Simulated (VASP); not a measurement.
# BaTiO3 (Amm2) in VASP: notebook

Runs on BaTiO3. Level: PBE. Tasks: single point, relaxation of the atoms.

Everything below comes from runs of VASP 6.6.1. Logs are shortened: lines on timing, memory, paths and dates and some standing lists are left out, and cuts for length are marked.

### Step 1. The cell of the first run

The structure is orthorhombic, space group Amm2 (No. 38). The conventional cell has a = 3.986 Å, b = 5.674 Å, c = 5.690 Å, α = 90.00°, β = 90.00°, γ = 90.00°. Within 3.6 Å of Ba (site symmetry mm2) lie 12 O at 2.76 to 2.93 Å and 8 Ti at 3.41 to 3.54 Å. Within 2.5 Å of Ti (site symmetry mm2) lie 6 O at 1.87 to 2.16 Å. Within 2.6 Å of O (site symmetry mm2) lie 2 Ti at 2.00 Å. O (site symmetry m) has 2 Ti at 1.87 to 2.16 Å within 2.5 Å.

### Step 2. Single point, PBE

INCAR reads:

```
SYSTEM = BaTiO3
ALGO = Normal
EDIFF = 1E-6
ENCUT = 520
GGA = PE
ISIF = 2
ISMEAR = -1
LASPH = .True.
LCHARG = .False.
LREAL = .False.
LWAVE = .False.
NBANDS = 28
NELM = 60
PREC = Accurate
SIGMA = 0.02
```

KPOINTS reads:

```
k-points
0
Gamma
  5 5 5
  0 0 0
```

POSCAR reads:

```
BaTiO3
1.0
    3.9855000000      0.0000000000      0.0000000000
    0.0000000000      2.8369000000      2.8451500000
    0.0000000000     -2.8369000000      2.8451500000
Ba Ti O
1 1 3
Direct
    0.0000000000      0.0066710702      0.0066710702
    0.5000000000      0.5203918802      0.5203918802
    0.0000000000      0.4921635085      0.4921635085
    0.5000000000      0.4931439859      0.9845095553
    0.5000000000      0.9845095553      0.4931439859
```

Potentials or basis: VASP PAW PBE potentials, release 64 (Ba_sv, Ti_sv, O).

Command:

```bash
$ cat potpaw_PBE.64/Ba_sv/POTCAR potpaw_PBE.64/Ti_sv/POTCAR potpaw_PBE.64/O/POTCAR > POTCAR
$ mpirun -np 1 vasp_std > vasp.out
```

OUTCAR:

```text
SYSTEM = BaTiO3
   EDIFF = 1E-6
   ENCUT = 520
   GGA = PE
   ISIF = 2
   ISMEAR = -1
   LASPH = .True.
   LREAL = .False.
   NELM = 60
   PREC = Accurate

 ion  position               nearest neighbor table
   1  0.000  0.007  0.007-   3 2.76   4 2.79   5 2.79   4 2.79   5 2.79   3 2.84   3 2.84   5 2.87
                             4 2.87   5 2.87   4 2.87   3 2.93   2 3.41   2 3.41   2 3.47   2 3.47
   2  0.500  0.520  0.520-   4 1.87   5 1.87   3 2.00   3 2.00   5 2.16   4 2.16   1 3.41   1 3.41
                             1 3.47   1 3.47   1 3.47   1 3.47   1 3.54   1 3.54
   3  0.000  0.492  0.492-   2 2.00   2 2.00   1 2.76   1 2.84   1 2.84   1 2.93
   4  0.500  0.493  0.985-   2 1.87   2 2.16   1 2.79   1 2.79   1 2.87   1 2.87
   5  0.500  0.985  0.493-   2 1.87   2 2.16   1 2.79   1 2.79   1 2.87   1 2.87

  LATTYP: Found a base centered orthorhombic cell.
 ALAT       =     5.6738000000
 B/A-ratio  =     1.0029081039
 C/A-ratio  =     0.7024392823

  Lattice vectors:

 A1 = (   0.0000000000,   2.8369000000,  -2.8451500000)
 A2 = (   0.0000000000,   2.8369000000,   2.8451500000)
 A3 = (   3.9855000000,   0.0000000000,   0.0000000000)

Analysis of symmetry for initial positions (statically):
=====================================================================
 Subroutine PRICEL returns:
 Original cell was already a primitive cell.

 Routine SETGRP: Setting up the symmetry group for a
 base centered orthorhombic supercell.

 Subroutine GETGRP returns: Found  4 space group operations
 (whereof  4 operations were pure point group operations)
 out of a pool of  8 trial point group operations.

The static configuration has the point symmetry C_2v.

Analysis of symmetry for dynamics (positions and initial velocities):
=====================================================================
 Subroutine PRICEL returns:
 Original cell was already a primitive cell.

 Routine SETGRP: Setting up the symmetry group for a
 base centered orthorhombic supercell.

 Subroutine GETGRP returns: Found  4 space group operations
 (whereof  4 operations were pure point group operations)
 out of a pool of  8 trial point group operations.

The dynamic configuration has the point symmetry C_2v.

 Subroutine INISYM returns: Found  4 space group operations
 (whereof  4 operations are pure point group operations),
 and found     1 'primitive' translations

[... 100 lines left out ...]
   EDIFF  = 0.1E-05   stopping-criterion for ELM
   LREAL  =      F    real-space projection
   EDIFFG = 0.1E-04   stopping-criterion for IOM
   NSW    =      0    number of steps for IOM
   IBRION =     -1    ionic relax: 0-MD 1-quasi-New 2-CG
   NFREE  =      0    steps in history (QN), initial steepest desc. (CG)
   ISIF   =      2    stress and relaxation
   ISYM   =      2    0-nonsym 1-usesym 2-fastsym
   POTIM  = 0.5000    time-step for ionic-motion
   TEBEG  =    0.0;   TEEND  =   0.0 temperature during run
   PSTRESS=    0.0 pullay stress
   NELECT =      40.0000    total number of electrons
   NUPDOWN=      -1.0000    fix difference up-down
   EMIN   =  10.00;   EMAX   =-10.00  energy-range for DOS
   EFERMI =   0.00;   METHOD = LEGACY
   ISMEAR =    -1;   SIGMA  =   0.02  broadening in eV -4-tet -1-fermi 0-gaus
   EFERMI_NEDOS =   21; number of points for ismear=-14 and -15
   IALGO  =     38    algorithm
   IMIX   =      4    mixing-type and parameters
     AMIX     =   0.40;   BMIX     =  1.00
     AMIX_MAG =   1.60;   BMIX_MAG =  1.00
  volume/ion in A,a.u.               =      12.87        86.83
  Fermi-wavevector in a.u.,A,eV,Ry     =   1.397250  2.640420 26.562762  1.952308
  Thomas-Fermi vector in A             =   2.520525
   LORBIT       =      0    0 simple, 1 ext, 2 COOP (PROOUT), +10 PAW based schemes
   GGA     = PE    functional components
   LHFCALC =     F    Hartree Fock is set to
   AEXX    =    0.0000 exact exchange contribution
   IVDW    =     0    specifies the selected vdW correction
   LEPSILON=     F    determine dielectric tensor
   LRPA    =     F    only Hartree local field effects (RPA)
 non-spin polarized calculation
  energy-cutoff  :      520.00
  volume of cell :       64.34
 maximum number of plane-waves:      1756
 NGX is ok and might be reduce to    30
   NGX = 15   NGY = 15   NGZ = 15

 number of electron      39.9999995 magnetization

 Free energy of the ion-electron system (eV)
  ---------------------------------------------------
  ext. energy  EPLUGINS =         0.00000000
  ---------------------------------------------------
  free energy    TOTEN  =       -39.99664096 eV

  energy without entropy =      -39.99664096  energy(sigma->0) =      -39.99664096

 E-fermi :   4.1218     XC(G=0): -11.2279

 val. band max:        3.6626030603   @ k =   0.4000   0.4000   0.4000
 cond. band min:       5.9246037661   @ k =   0.0000   0.0000   0.0000
 fundamental gap:      2.2620007058
 Fermi energy:         4.1217603564

 k-point     1 :       0.0000    0.0000    0.0000
  band No.  band energies     occupation
      1     -52.6106      2.00000
      2     -28.8717      2.00000
      3     -28.8710      2.00000
      4     -28.8226      2.00000
      5     -21.0472      2.00000
      6     -13.0759      2.00000
[... 733 lines left out ...]
     27      11.5023      0.00000
     28      11.7186      0.00000

 [... further k-points ...]

------------------------ aborting loop because EDIFF is reached ----------------------------------------

  FORCE on cell =-STRESS in cart. coord.  units (eV):
  Direction    XX          YY          ZZ          XY          YZ          ZX
  --------------------------------------------------------------------------------------
  -------------------------------------------------------------------------------------
  Total        1.9539700      2.4509653      2.5213864      0.0000000      0.0000000      0.0000000
  in kB       48.6593678     61.0359537     62.7896398      0.0000000      0.0000000      0.0000000
  external PRESSURE =      57.4949871 kB  Pullay stress =       0.0000000 kB

 VOLUME and BASIS-vectors are now :
 -----------------------------------------------------------------------------
  energy-cutoff  :      520.00
  volume of cell :       64.34
      direct lattice vectors                 reciprocal lattice vectors
     3.985500000  0.000000000  0.000000000     0.250909547  0.000000000  0.000000000
     0.000000000  2.836900000  2.845150000     0.000000000  0.176248722  0.175737659
     0.000000000 -2.836900000  2.845150000     0.000000000 -0.176248722  0.175737659

 POSITION                                       TOTAL-FORCE (eV/Angst)
 -----------------------------------------------------------------------------------
      0.00000      0.00000      0.03796         0.000000      0.000000     -0.021348
      1.99275      0.00000      2.96119         0.000000      0.000000     -0.067756
      0.00000      0.00000      2.80056         0.000000      0.000000      0.005947
      1.99275     -1.39395      4.20415         0.000000     -0.027633      0.041579
      1.99275      1.39395      4.20415         0.000000      0.027633      0.041579
 -----------------------------------------------------------------------------------
    total drift:                                0.000000      0.000000      0.000108

  FREE ENERGIE OF THE ION-ELECTRON SYSTEM (eV)
  ---------------------------------------------------
  free  energy   TOTEN  =       -39.9966409615 eV

  energy  without entropy=      -39.9966409615  energy(sigma->0) =      -39.99664096
```

stdout:

```text
POSCAR found type information on POSCAR BaTiO
 POSCAR found :  3 types and       5 ions
 scaLAPACK will be used
 LDA part: xc-table for (Slater+PW92), standard interpolation
 POSCAR, INCAR and KPOINTS ok, starting setup
 FFT: planning ... GRIDC
 FFT: planning ... GRID_SOFT
 FFT: planning ... GRID
 WAVECAR not read
 entering main loop
```

Wall time 31 s (1 thread of Intel Xeon Platinum 8488C (Sapphire Rapids), shared host); peak memory 0.2 GiB.

What came out:

| Item | Value |
| --- | --- |
| Free energy | -39.9966 eV |
| Pressure | 5.7 GPa |
| Largest force | 0.068 eV/Å |
| Band gap on the k mesh | 2.26 eV (least direct gap 2.49 eV) |

Forces on the atoms (eV/Å):
```
Ba   0.000  0.000 -0.021
Ti   0.000  0.000 -0.068
O    0.000  0.000  0.006
O    0.000 -0.028  0.042
O    0.000  0.028  0.042
```

Stress tensor (GPa, compression positive):
```
4.87 0.00 0.00
0.00 6.10 0.00
0.00 0.00 6.28
```

Caveat: the cell stands under pressure; spin-orbit coupling is left out, which moves the levels of the heavy elements.

### Step 3. Relaxation of the atoms, PBE

INCAR reads:

```
  PREC = Accurate
  ENCUT = 520
  EDIFF = 1E-6
  ISMEAR = -1
  SIGMA = 0.02
  LREAL = False
  LASPH = True
  NELM = 60
  ALGO = Normal
  ISIF = 2
  LWAVE = False
  LCHARG = False
  GGA = PE
  IBRION = 2
  NSW = 80
  EDIFFG = -0.02
```

KPOINTS reads:

```
Automatic mesh
0
Gamma
  5 5 5
```

POSCAR reads:

```
BaTiO3
1.0
    3.9855000000      0.0000000000      0.0000000000
    0.0000000000      2.8369000000      2.8451500000
    0.0000000000     -2.8369000000      2.8451500000
Ba Ti O
1 1 3
Direct
    0.0000000000      0.0000000000      0.0000000000
    0.5000000000      0.5124000000      0.5124000000
    0.0000000000      0.4874000000      0.4874000000
    0.5000000000      0.5052400000      0.9918400000
    0.5000000000      0.9918400000      0.5052400000
```

Potentials or basis: VASP PAW PBE potentials, release 64 (Ba_sv, Ti_sv, O).

Command:

```bash
$ cat potpaw_PBE.64/Ba_sv/POTCAR potpaw_PBE.64/Ti_sv/POTCAR potpaw_PBE.64/O/POTCAR > POTCAR
$ mpirun -np 1 vasp_std > vasp.out
```

Wall time 81 s (1 thread of Intel Xeon Platinum 8488C (Sapphire Rapids), shared host); peak memory 0.19 GiB.

Results (log left out):

```yaml
Free_energy: -39.9971 eV
Energy_gained_by_relaxing: 5.0 meV/atom
Ionic_steps: 6
Pressure_after_relaxing: 5.4 GPa
Largest_force_after_relaxing: 0.018 eV/Å
Band_gap_on_the_k_mesh: 2.21 eV (least direct gap 2.42 eV)
```

Forces on the atoms (eV/Å):
```
Ba   0.000  0.000  0.012
Ti   0.000  0.000  0.004
O    0.000  0.000 -0.018
O    0.000  0.007  0.000
O    0.000 -0.007  0.000
```

Stress tensor (GPa, compression positive):
```
4.81 0.00 0.00
0.00 5.67 0.00
0.00 0.00 5.75
```

Step by step:
| step | energy change (eV) | largest force (eV/Å) | pressure (GPa) |
| --- | --- | --- | --- |
| 1 | 0.0000 | 0.2656 | 4.10 |
| 2 | -0.0102 | 0.2135 | 4.39 |
| 3 | -0.0229 | 0.1524 | 5.58 |
| 4 | -0.0231 | 0.1313 | 5.42 |
| 5 | -0.0252 | 0.0245 | 5.41 |
| 6 | -0.0252 | 0.0176 | 5.41 |

Final structure:
```cif
data_structure
_symmetry_space_group_name_H-M 'P 1'
_symmetry_Int_Tables_number 1
_cell_length_a 3.9855
_cell_length_b 4.0178
_cell_length_c 4.0178
_cell_angle_alpha 89.834
_cell_angle_beta 90.000
_cell_angle_gamma 90.000
_cell_volume 64.34
loop_
_atom_site_label
_atom_site_type_symbol
_atom_site_fract_x
_atom_site_fract_y
_atom_site_fract_z
_atom_site_occupancy
Ba1 Ba 0.00000 0.00545 0.00545 1
Ti1 Ti 0.50000 0.51912 0.51912 1
O1 O 0.00000 0.49312 0.49312 1
O2 O 0.50000 0.49354 0.98565 1
O3 O 0.50000 0.98565 0.49354 1
```

Levels at points of the mesh, in eV from the valence-band top:
```tsv
k point	band 18	band 19	band 20	band 21	band 22	band 23
(0.00, 0.00, 0.00)	-0.29	-0.28	-0.21	2.21	2.35	2.46
```

Caveat: spin-orbit coupling is left out, which moves the levels of the heavy elements.
